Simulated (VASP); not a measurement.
# SnSe in VASP: single point with LDA

Aim: the single point of SnSe with LDA.

All numbers are computed with VASP 6.6.1; they aren't measurements. Logs are shortened: lines on timing, memory, paths and dates and some standing lists are left out, and cuts for length are marked.

## (1) The cell of the first run

The cell holds a slab with vacuum, 4 atoms: a = 4.190 Å, b = 4.190 Å, c = 10.980 Å, α = 89.57°, β = 90.00°, γ = 90.00°.

## (2) Single point, LDA (strain +0.0075 x Voigt [0, 0, 0, 1, 0, 0])

Contents of INCAR:

```
ALGO     = Normal         # electronic algorithm
EDIFF    = 1E-6           # SCF threshold, eV
ENCUT    = 500            # plane-wave cutoff, eV
GGA_COMPAT= F            
ISIF     = 2              # what is computed and relaxed
ISMEAR   = 0              # smearing method
LASPH    = T              # aspherical terms in the spheres
LCHARG   = F              # write CHGCAR
LREAL    = F              # projectors in reciprocal space
LWAVE    = F              # write WAVECAR
NBANDS   = 28             # bands
NELM     = 120            # most SCF steps
PREC     = Accurate       # precision mode
SIGMA    = 0.05           # smearing width, eV
```

Contents of KPOINTS:

```
k-points
0
Gamma
  6 6 4
```

Contents of POSCAR:

```
SnSe
1.0
    4.1898989379      0.0000000000      0.0000000000
    0.0000000000      4.1898989379      0.0157121210
    0.0000000000      0.0411735860     10.9796229414
Sn Se
2 2
Direct
    0.5000000000      0.0000000000      0.3781633338
    0.0000000000      0.5000000000      0.6218366662
    0.5000000000      0.0000000000      0.6217782129
    0.0000000000      0.5000000000      0.3782217871
```

Potentials or basis: VASP PAW LDA potentials, release 64 (Sn_d, Se).

On the command line:

```bash
$ cat potpaw_LDA.64/Sn_d/POTCAR potpaw_LDA.64/Se/POTCAR > POTCAR
$ mpirun -np 1 vasp_std > vasp.out
```

OUTCAR:

```text
EDIFF = 1E-6
   ENCUT = 500
   ISIF = 2
   ISMEAR = 0
   LASPH = T
   LREAL = F
   NELM = 120
   PREC = Accurate

 ion  position               nearest neighbor table
   1  0.500  0.000  0.378-   3 2.67   4 2.96   4 2.96   4 2.96   4 2.96
   2  0.000  0.500  0.622-   4 2.67   3 2.96   3 2.96   3 2.96   3 2.96
   3  0.500  0.000  0.622-   1 2.67   2 2.96   2 2.96   2 2.96   2 2.96
   4  0.000  0.500  0.378-   2 2.67   1 2.96   1 2.96   1 2.96   1 2.96

  LATTYP: Found a simple monoclinic cell.
 ALAT       =     4.1899283980
 B/A-ratio  =     0.9999929688
 C/A-ratio  =     2.6204982755
 COS(beta)  =    -0.0074998945

  Lattice vectors:

 A1 = (   0.0000000000,   4.1898989379,   0.0157121210)
 A2 = (   4.1898989379,   0.0000000000,   0.0000000000)
 A3 = (   0.0000000000,  -0.0411735860, -10.9796229414)

Analysis of symmetry for initial positions (statically):
=====================================================================
 Subroutine PRICEL returns:
 Original cell was already a primitive cell.

 Routine SETGRP: Setting up the symmetry group for a
 simple monoclinic supercell.

 Subroutine GETGRP returns: Found  4 space group operations
 (whereof  2 operations were pure point group operations)
 out of a pool of  4 trial point group operations.

The static configuration has the point symmetry C_1h.
 The point group associated with its full space group is C_2h.

Analysis of symmetry for dynamics (positions and initial velocities):
=====================================================================
 Subroutine PRICEL returns:
 Original cell was already a primitive cell.

 Routine SETGRP: Setting up the symmetry group for a
 simple monoclinic supercell.

 Subroutine GETGRP returns: Found  4 space group operations
 (whereof  2 operations were pure point group operations)
 out of a pool of  4 trial point group operations.

The dynamic configuration has the point symmetry C_1h.
 The point group associated with its full space group is C_2h.

 Subroutine INISYM returns: Found  4 space group operations
 (whereof  2 operations are pure point group operations),
 and found     1 'primitive' translations

----------------------------------------------------------------------------------------

                                     Primitive cell

  volume of cell :     192.7473

  direct lattice vectors                    reciprocal lattice vectors
     4.189898938  0.000000000  0.000000000     0.238669241  0.000000000  0.000000000
     0.000000000  4.189898938  0.015712121     0.000000000  0.238672597 -0.000895022
     0.000000000  0.041173586 10.979622941     0.000000000 -0.000341547  0.091079090

  length of vectors
     4.189898938  4.189928398 10.979700142     0.238669241  0.238674276  0.091079730

  position of ions in fractional coordinates (direct lattice)
     0.500000000  1.000000000  0.378163334
     0.000000000  0.500000000  0.621836666
     0.500000000  1.000000000  0.621778213
     0.000000000  0.500000000  0.378221787

  ion indices of the primitive-cell ions
   primitive index   ion index
                 1           1
                 2           2
                 3           3
                 4           4

----------------------------------------------------------------------------------------

 KPOINTS: k-points

Automatic generation of k-mesh.
 Grid dimensions read from file:
 generate k-points for:    6    6    4

 Generating k-lattice:

  Cartesian coordinates                     Fractional coordinates (reciprocal lattice)
     0.039778207  0.000000000  0.000000000     0.166666667  0.000000000  0.000000000
     0.000000000  0.039778766 -0.000149170     0.000000000  0.166666667 -0.000000000
     0.000000000 -0.000085387  0.022769772     0.000000000  0.000000000  0.250000000

  Length of vectors
     0.039778207  0.039779046  0.022769933

  Shift w.r.t. Gamma in fractional coordinates (k-lattice)
     0.000000000  0.000000000  0.000000000

 Subroutine IBZKPT returns following result:
 ===========================================

 Found     56 irreducible k-points:

 Following reciprocal coordinates:
            Coordinates               Weight
  0.000000  0.000000  0.000000      1.000000
  0.166667  0.000000  0.000000      2.000000
  0.333333  0.000000  0.000000      2.000000
  0.500000  0.000000  0.000000      1.000000
  0.000000  0.166667 -0.000000      2.000000
  0.166667  0.166667 -0.000000      4.000000
[... 16 lines left out ...]
  0.333333  0.166667  0.250000      4.000000
  0.500000  0.166667  0.250000      2.000000
 [... further k-points ...]
   k-points           NKPTS =     56   k-points in BZ     NKDIM =     56   number of bands    NBANDS=     28
   number of dos      NEDOS =    301   number of ions     NIONS =      4
   total plane-waves  NPLWV =  81920
   dimension x,y,z NGX =    32 NGY =   32 NGZ =   80
   dimension x,y,z NGXF=    64 NGYF=   64 NGZF=  160
   ions per type =               2   2
   NGX,Y,Z   is equivalent  to a cutoff of  12.70, 12.70, 12.11 a.u.
   NGXF,Y,Z  is equivalent  to a cutoff of  25.39, 25.39, 24.23 a.u.
 SYSTEM =  unknown system
   PREC   = accura    normal or accurate (medium, high low for compatibility)
   ISTART =      0    job   : 0-new  1-cont  2-samecut
   ICHARG =      2    charge: 1-file 2-atom 10-const
   ISPIN  =      1    spin polarized calculation?
   LNONCOLLINEAR =      F non collinear calculations
   LSORBIT =      F    spin-orbit coupling
   LASPH  =      T    aspherical Exc in radial PAW
   ENCUT  =  500.0 eV  36.75 Ry    6.06 a.u.   7.64  7.64 20.02*2*pi/ulx,y,z
   NELM   =    120;   NELMIN=  2; NELMDL= -5     # of ELM steps
   EDIFF  = 0.1E-05   stopping-criterion for ELM
   LREAL  =      F    real-space projection
   EDIFFG = 0.1E-04   stopping-criterion for IOM
   NSW    =      0    number of steps for IOM
   IBRION =     -1    ionic relax: 0-MD 1-quasi-New 2-CG
   NFREE  =      0    steps in history (QN), initial steepest desc. (CG)
   ISIF   =      2    stress and relaxation
   ISYM   =      2    0-nonsym 1-usesym 2-fastsym
   POTIM  = 0.5000    time-step for ionic-motion
   TEBEG  =    0.0;   TEEND  =   0.0 temperature during run
   PSTRESS=    0.0 pullay stress
   NELECT =      40.0000    total number of electrons
   NUPDOWN=      -1.0000    fix difference up-down
   EMIN   =  10.00;   EMAX   =-10.00  energy-range for DOS
   EFERMI =   0.00;   METHOD = LEGACY
   ISMEAR =     0;   SIGMA  =   0.05  broadening in eV -4-tet -1-fermi 0-gaus
   EFERMI_NEDOS =   21; number of points for ismear=-14 and -15
   IALGO  =     38    algorithm
   IMIX   =      4    mixing-type and parameters
     AMIX     =   0.40;   BMIX     =  1.00
     AMIX_MAG =   1.60;   BMIX_MAG =  1.00
  volume/ion in A,a.u.               =      48.19       325.18
  Fermi-wavevector in a.u.,A,eV,Ry     =   0.969242  1.831601 12.781710  0.939429
  Thomas-Fermi vector in A             =   2.099278
   LORBIT       =      0    0 simple, 1 ext, 2 COOP (PROOUT), +10 PAW based schemes
   GGA     = CA    functional components
   LHFCALC =     F    Hartree Fock is set to
   AEXX    =    0.0000 exact exchange contribution
   IVDW    =     0    specifies the selected vdW correction
   LEPSILON=     F    determine dielectric tensor
   LRPA    =     F    only Hartree local field effects (RPA)
 non-spin polarized calculation
 Gauss-broadening in eV      SIGMA  =   0.05
  energy-cutoff  :      500.00
  volume of cell :      192.75
 maximum number of plane-waves:      4921
 NGX is ok and might be reduce to    32
   NGX = 15   NGY = 15   NGZ = 41

 number of electron      39.9999991 magnetization

 Free energy of the ion-electron system (eV)
  ---------------------------------------------------
  ext. energy  EPLUGINS =         0.00000000
  ---------------------------------------------------
  free energy    TOTEN  =       -18.49273376 eV

  energy without entropy =      -18.49273376  energy(sigma->0) =      -18.49273376

 E-fermi :   1.0454     XC(G=0):  -6.3484

 val. band max:        0.8282321449   @ k =   0.0000   0.3333   0.5000
 cond. band min:       2.2738113959   @ k =   0.3333   0.1667   0.5000
 fundamental gap:      1.4455792509
 Fermi energy:         1.0454267184

 k-point     1 :       0.0000    0.0000    0.0000
  band No.  band energies     occupation
      1     -20.2609      2.00000
      2     -20.2365      2.00000
      3     -20.2326      2.00000
      4     -20.2277      2.00000
      5     -20.2218      2.00000
      6     -20.2205      2.00000
[... 20 lines left out ...]
     27       6.3483      0.00000
     28       6.6030      0.00000

 k-point     2 :       0.1667    0.0000    0.0000
  band No.  band energies     occupation
      1     -20.2561      2.00000
      2     -20.2350      2.00000
      3     -20.2327      2.00000
      4     -20.2266      2.00000
      5     -20.2260      2.00000
      6     -20.2201      2.00000
[... 20 lines left out ...]
     27       5.9340      0.00000
     28       6.1895      0.00000

 k-point     3 :       0.3333    0.0000    0.0000
  band No.  band energies     occupation
      1     -20.2455      2.00000
      2     -20.2393      2.00000
      3     -20.2349      2.00000
      4     -20.2282      2.00000
      5     -20.2241      2.00000
      6     -20.2165      2.00000
[... 20 lines left out ...]
     27       5.6408      0.00000
     28       7.2748      0.00000

 k-point     4 :       0.5000    0.0000    0.0000
  band No.  band energies     occupation
      1     -20.2401      2.00000
      2     -20.2401      2.00000
      3     -20.2354      2.00000
      4     -20.2354      2.00000
      5     -20.2171      2.00000
      6     -20.2171      2.00000
[... 20 lines left out ...]
     27       6.5963      0.00000
     28       6.5963      0.00000

 k-point     5 :       0.0000    0.1667   -0.0000
  band No.  band energies     occupation
      1     -20.2561      2.00000
      2     -20.2350      2.00000
      3     -20.2328      2.00000
      4     -20.2266      2.00000
      5     -20.2260      2.00000
      6     -20.2201      2.00000
[... 20 lines left out ...]
     27       5.9329      0.00000
     28       6.1899      0.00000

 k-point     6 :       0.1667    0.1667   -0.0000
  band No.  band energies     occupation
      1     -20.2531      2.00000
      2     -20.2386      2.00000
      3     -20.2294      2.00000
      4     -20.2287      2.00000
      5     -20.2225      2.00000
      6     -20.2205      2.00000
[... 463 lines left out ...]
      5     -20.2260      2.00000
      6     -20.2201      2.00000
[... 20 lines left out ...]
     27       5.9194      0.00000
     28       6.1902      0.00000

 k-point    22 :       0.1667    0.1667    0.2500
  band No.  band energies     occupation
      1     -20.2531      2.00000
      2     -20.2386      2.00000
      3     -20.2294      2.00000
      4     -20.2287      2.00000
      5     -20.2225      2.00000
      6     -20.2205      2.00000
[... 20 lines left out ...]
     27       5.7213      0.00000
     28       6.9781      0.00000

 k-point    23 :       0.3333    0.1667    0.2500
  band No.  band energies     occupation
      1     -20.2499      2.00000
      2     -20.2455      2.00000
      3     -20.2305      2.00000
      4     -20.2235      2.00000
      5     -20.2214      2.00000
      6     -20.2157      2.00000
[... 20 lines left out ...]
     27       6.0892      0.00000
     28       6.6810      0.00000

 k-point    24 :       0.5000    0.1667    0.2500
  band No.  band energies     occupation
      1     -20.2494      2.00000
      2     -20.2494      2.00000
      3     -20.2275      2.00000
      4     -20.2275      2.00000
      5     -20.2156      2.00000
      6     -20.2156      2.00000
[... 20 lines left out ...]
     27       6.7144      0.00000
     28       6.7144      0.00000

 [... further k-points ...]

------------------------ aborting loop because EDIFF is reached ----------------------------------------

  FORCE on cell =-STRESS in cart. coord.  units (eV):
  Direction    XX          YY          ZZ          XY          YZ          ZX
  --------------------------------------------------------------------------------------
  -------------------------------------------------------------------------------------
  Total        0.0791854      0.0784078      0.1085547      0.0000000     -0.0670624      0.0000000
  in kB        0.6582142      0.6517503      0.9023413      0.0000000     -0.5574440      0.0000000
  external PRESSURE =       0.7374353 kB  Pullay stress =       0.0000000 kB

 VOLUME and BASIS-vectors are now :
 -----------------------------------------------------------------------------
  energy-cutoff  :      500.00
  volume of cell :      192.75
      direct lattice vectors                 reciprocal lattice vectors
     4.189898938  0.000000000  0.000000000     0.238669241  0.000000000  0.000000000
     0.000000000  4.189898938  0.015712121     0.000000000  0.238672597 -0.000895022
     0.000000000  0.041173586 10.979622941     0.000000000 -0.000341547  0.091079090

 POSITION                                       TOTAL-FORCE (eV/Angst)
 -----------------------------------------------------------------------------------
      2.09495      0.01557      4.15209         0.000000      0.003378     -0.025982
      0.00000      2.12055      6.83539         0.000000     -0.003378      0.025982
      2.09495      0.02560      6.82689         0.000000     -0.021854      0.023752
      0.00000      2.11052      4.16059         0.000000      0.021854     -0.023752
 -----------------------------------------------------------------------------------
    total drift:                                0.000000      0.000000      0.000000

  FREE ENERGIE OF THE ION-ELECTRON SYSTEM (eV)
  ---------------------------------------------------
  free  energy   TOTEN  =       -18.4927337569 eV

  energy  without entropy=      -18.4927337569  energy(sigma->0) =      -18.49273376
```

Run time: 2.3 min. Hardware: 1 thread of Intel Xeon 6975P-C (Granite Rapids), shared host; peak memory 0.38 GiB.

Results:

```
Free energy            : -18.4927 eV
Largest force          : 0.032 eV/Å
Band gap on the k mesh : 1.45 eV (least direct gap 1.50 eV)
```

Forces on the atoms (eV/Å):
```
Sn   0.000  0.003 -0.026
Sn   0.000 -0.003  0.026
Se   0.000 -0.022  0.024
Se   0.000  0.022 -0.024
```

Caveat: the cell differs from its parent crystal (strain +0.0075 x Voigt [0, 0, 0, 1, 0, 0]); spin-orbit coupling is left out, which moves the levels of the heavy elements.
